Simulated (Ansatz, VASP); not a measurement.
## TaN in VASP and in Ansatz

```
Ta N
1.0
     0.00000    2.18742    2.18742
     2.18742    0.00000    2.18742
     2.18742    2.18742    0.00000
Ta N
1 1
Direct
  0.50000 0.50000 0.50000
  0.00000 0.00000 0.00000
```

Alike in both runs: task single point; functional PBEsol; k mesh 16 × 16 × 16; occupations gaussian, width 0.1 eV; no spin polarisation.

|  | VASP | Ansatz |
| --- | --- | --- |
| version | VASP 6.6.1 | Ansatz 0.2.0 |
| potentials or method | VASP PAW PBE potentials, release 64 (Ta_sv_GW, N), cutoff 700 eV | scalar-relativistic, plane waves, PAW |
| valence electrons in the cell | 18 | 18 |

|  | VASP | Ansatz | Ansatz less VASP |
| --- | --- | --- | --- |
| gap on the k mesh at the Fermi level (eV) | none | none | - |
| pressure (GPa) | 0.2 | 0.0 | -0.27 |

VASP's potentials were made for PBE, not for PBEsol, and Ansatz warns of the same on its side. A gap of «none» marks a metal or a gap that the smearing closes.

Neither program's run includes spin-orbit coupling.
